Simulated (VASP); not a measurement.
# In3Sb (Pm-3m) in VASP: single point with PBEsol

Aim: the single point of In3Sb with PBEsol.

Everything below comes from runs of VASP 6.6.1. Logs are shortened: lines on timing, memory, paths and dates and some standing lists are left out, and cuts for length are marked.

### 1 The cell of the first run

Symmetry: Pm-3m, No. 221, cubic system. Conventional cell: a = 4.837 Å, b = 4.837 Å, c = 4.837 Å, α = 90.00°, β = 90.00°, γ = 90.00°. Within 4.5 Å of In (site symmetry 4/mmm) lie 8 In at 3.42 Å and 4 Sb at 3.42 Å. Within 4.5 Å of Sb (site symmetry m-3m) lie 12 In at 3.42 Å.

### 2 Single point, PBEsol

INCAR reads:

```
PREC = Accurate
ENCUT = 520
EDIFF = 1E-6
ISMEAR = -1
SIGMA = 0.05
LREAL = F
LASPH = T
NELM = 60
ALGO = Normal
ISIF = 2
LWAVE = F
LCHARG = F
GGA = PS
NBANDS = 30
```

KPOINTS reads:

```
Automatic mesh
0
Gamma
  4 4 4
```

POSCAR reads:

```
In3Sb
1.0
    4.8369620000      0.0000000000      0.0000000000
    0.0000000000      4.8369620000      0.0000000000
    0.0000000000      0.0000000000      4.8369620000
In Sb
3 1
Direct
    0.5000000000      0.5000000000      0.0000000000
    0.5000000000      0.0000000000      0.5000000000
    0.0000000000      0.5000000000      0.5000000000
    0.0000000000      0.0000000000      0.0000000000
```

Potentials or basis: VASP PAW PBE potentials, release 64 (In_d, Sb).

Run with:

```sh
$ cat potpaw_PBE.64/In_d/POTCAR potpaw_PBE.64/Sb/POTCAR > POTCAR
$ mpirun -np 1 vasp_std > vasp.out
```

OUTCAR:

```text
PREC = Accurate
   ENCUT = 520
   EDIFF = 1E-6
   ISMEAR = -1
   LREAL = F
   LASPH = T
   NELM = 60
   ISIF = 2
   GGA = PS

 ion  position               nearest neighbor table
   1  0.500  0.500  0.000-   2 3.42   3 3.42   4 3.42   2 3.42   3 3.42   2 3.42   4 3.42   2 3.42
                             3 3.42   4 3.42   3 3.42   4 3.42
   2  0.500  0.000  0.500-   1 3.42   3 3.42   4 3.42   1 3.42   4 3.42   1 3.42   3 3.42   1 3.42
                             3 3.42   4 3.42   4 3.42   3 3.42
   3  0.000  0.500  0.500-   1 3.42   2 3.42   4 3.42   1 3.42   4 3.42   2 3.42   4 3.42   4 3.42
                             1 3.42   2 3.42   1 3.42   2 3.42
   4  0.000  0.000  0.000-   1 3.42   2 3.42   3 3.42   2 3.42   3 3.42   1 3.42   3 3.42   3 3.42
                             1 3.42   2 3.42   2 3.42   1 3.42

  LATTYP: Found a simple cubic cell.
 ALAT       =     4.8369620000

  Lattice vectors:

 A1 = (   4.8369620000,   0.0000000000,   0.0000000000)
 A2 = (   0.0000000000,   4.8369620000,   0.0000000000)
 A3 = (   0.0000000000,   0.0000000000,   4.8369620000)

Analysis of symmetry for initial positions (statically):
=====================================================================
 Subroutine PRICEL returns:
 Original cell was already a primitive cell.

 Routine SETGRP: Setting up the symmetry group for a
 simple cubic supercell.

 Subroutine GETGRP returns: Found 48 space group operations
 (whereof 48 operations were pure point group operations)
 out of a pool of 48 trial point group operations.

The static configuration has the point symmetry O_h .

Analysis of symmetry for dynamics (positions and initial velocities):
=====================================================================
 Subroutine PRICEL returns:
 Original cell was already a primitive cell.

 Routine SETGRP: Setting up the symmetry group for a
 simple cubic supercell.

 Subroutine GETGRP returns: Found 48 space group operations
 (whereof 48 operations were pure point group operations)
 out of a pool of 48 trial point group operations.

The dynamic configuration has the point symmetry O_h .

 Subroutine INISYM returns: Found 48 space group operations
 (whereof 48 operations are pure point group operations),
 and found     1 'primitive' translations

----------------------------------------------------------------------------------------

                                     Primitive cell

[... 71 lines left out ...]
   ISTART =      0    job   : 0-new  1-cont  2-samecut
   ICHARG =      2    charge: 1-file 2-atom 10-const
   ISPIN  =      1    spin polarized calculation?
   LNONCOLLINEAR =      F non collinear calculations
   LSORBIT =      F    spin-orbit coupling
   LASPH  =      T    aspherical Exc in radial PAW
   ENCUT  =  520.0 eV  38.22 Ry    6.18 a.u.   8.99  8.99  8.99*2*pi/ulx,y,z
   NELM   =     60;   NELMIN=  2; NELMDL= -5     # of ELM steps
   EDIFF  = 0.1E-05   stopping-criterion for ELM
   LREAL  =      F    real-space projection
[... 7 lines left out ...]
   TEBEG  =    0.0;   TEEND  =   0.0 temperature during run
   PSTRESS=    0.0 pullay stress
   NELECT =      44.0000    total number of electrons
   NUPDOWN=      -1.0000    fix difference up-down
   EMIN   =  10.00;   EMAX   =-10.00  energy-range for DOS
   EFERMI =   0.00;   METHOD = LEGACY
   ISMEAR =    -1;   SIGMA  =   0.05  broadening in eV -4-tet -1-fermi 0-gaus
   EFERMI_NEDOS =   21; number of points for ismear=-14 and -15
   IALGO  =     38    algorithm
   IMIX   =      4    mixing-type and parameters
     AMIX     =   0.40;   BMIX     =  1.00
     AMIX_MAG =   1.60;   BMIX_MAG =  1.00
  volume/ion in A,a.u.               =      28.29       190.92
  Fermi-wavevector in a.u.,A,eV,Ry     =   1.194867  2.257972 19.425148  1.427708
  Thomas-Fermi vector in A             =   2.330847
   LORBIT       =      0    0 simple, 1 ext, 2 COOP (PROOUT), +10 PAW based schemes
   GGA     = PS    functional components
   LHFCALC =     F    Hartree Fock is set to
   AEXX    =    0.0000 exact exchange contribution
   IVDW    =     0    specifies the selected vdW correction
   LEPSILON=     F    determine dielectric tensor
   LRPA    =     F    only Hartree local field effects (RPA)
 non-spin polarized calculation
  energy-cutoff  :      520.00
  volume of cell :      113.17
 maximum number of plane-waves:      3112
 NGX is ok and might be reduce to    36
   NGX = 17   NGY = 17   NGZ = 17

 number of electron      43.9999994 magnetization

 Free energy of the ion-electron system (eV)
  ---------------------------------------------------
  ext. energy  EPLUGINS =         0.00000000
  ---------------------------------------------------
  free energy    TOTEN  =       -13.30515116 eV

  energy without entropy =      -13.27125986  energy(sigma->0) =      -13.28820551

 E-fermi :   6.9193     XC(G=0): -10.0549

 val. band max:        6.8994811242   @ k =   0.5000   0.0000   0.0000
 cond. band min:       6.9272397491   @ k =   0.2500   0.2500   0.0000
 fundamental gap:      0.0277586249
 Fermi energy:         6.9192787064

 k-point     1 :       0.0000    0.0000    0.0000
  band No.  band energies     occupation
      1      -7.8438      2.00000
      2      -7.8398      2.00000
      3      -7.8398      2.00000
      4      -7.8398      2.00000
      5      -7.7038      2.00000
      6      -7.7038      2.00000
[... 319 lines left out ...]
     29      14.5516      0.00000
     30      14.5718      0.00000

------------------------ aborting loop because EDIFF is reached ----------------------------------------

  FORCE on cell =-STRESS in cart. coord.  units (eV):
  Direction    XX          YY          ZZ          XY          YZ          ZX
  --------------------------------------------------------------------------------------
  -------------------------------------------------------------------------------------
  Total       -2.2776731     -2.2776731     -2.2776731     -0.0000000     -0.0000000     -0.0000000
  in kB      -32.2466007    -32.2466007    -32.2466007     -0.0000000     -0.0000000     -0.0000000
  external PRESSURE =     -32.2466007 kB  Pullay stress =       0.0000000 kB

 VOLUME and BASIS-vectors are now :
 -----------------------------------------------------------------------------
  energy-cutoff  :      520.00
  volume of cell :      113.17
      direct lattice vectors                 reciprocal lattice vectors
     4.836962000  0.000000000  0.000000000     0.206741339  0.000000000  0.000000000
     0.000000000  4.836962000  0.000000000     0.000000000  0.206741339  0.000000000
     0.000000000  0.000000000  4.836962000     0.000000000  0.000000000  0.206741339

 POSITION                                       TOTAL-FORCE (eV/Angst)
 -----------------------------------------------------------------------------------
      2.41848      2.41848      0.00000         0.000000      0.000000      0.000000
      2.41848      0.00000      2.41848         0.000000      0.000000      0.000000
      0.00000      2.41848      2.41848         0.000000      0.000000      0.000000
      0.00000      0.00000      0.00000         0.000000      0.000000      0.000000
 -----------------------------------------------------------------------------------
    total drift:                                0.000000      0.000000      0.000000

  FREE ENERGIE OF THE ION-ELECTRON SYSTEM (eV)
  ---------------------------------------------------
  free  energy   TOTEN  =       -13.3051511554 eV

  energy  without entropy=      -13.2712598634  energy(sigma->0) =      -13.28820551
```

stdout:

```text
POSCAR found type information on POSCAR InSb
 POSCAR found :  2 types and       4 ions
 scaLAPACK will be used
 -----------------------------------------------------------------------------
|                                                                             |
|                                                                             |
|     You enforced a specific xc type in the INCAR file but a different       |
|     I HOPE YOU KNOW WHAT YOU ARE DOING!                                     |
|                                                                             |
 -----------------------------------------------------------------------------

 LDA part: xc-table for (Slater+PW92), standard interpolation
 POSCAR, INCAR and KPOINTS ok, starting setup
 FFT: planning ... GRIDC
 FFT: planning ... GRID_SOFT
 FFT: planning ... GRID
 WAVECAR not read
 entering main loop
```

Run time: 25 s. Hardware: 1 thread of Intel Xeon Platinum 8488C (Sapphire Rapids), shared host; peak memory 0.21 GiB.

Results:

* Free energy: -13.3052 eV
* Pressure: -3.2 GPa
* Band gap on the k mesh: zero (bands 22 and 23 overlap by 3.40 eV)

Levels at points of the mesh, in eV from the Fermi level:
| k point | band 19 | band 20 | band 21 | band 22 | band 23 | band 24 | band 25 | band 26 |
| --- | --- | --- | --- | --- | --- | --- | --- | --- |
| (0.00, 0.00, 0.00) | -3.00 | -3.00 | -2.56 | -2.56 | 2.07 | 2.07 | 2.07 | 3.63 |
| (0.50, 0.00, 0.00) | -2.01 | -1.71 | -1.71 | -0.39 | -0.39 | -0.02 | 0.90 | 4.17 |
| (0.50, 0.50, 0.00) | -5.87 | -0.76 | -0.30 | 0.10 | 0.10 | 1.14 | 1.36 | 1.36 |
| (0.50, 0.50, 0.50) | -4.60 | -4.11 | -4.11 | -4.11 | -3.30 | 5.05 | 5.05 | 5.05 |

Caveat: the cell stands under tension; the PAW data sets were made with another functional, which shifts forces and pressure a little; spin-orbit coupling is left out, which moves the levels of the heavy elements.
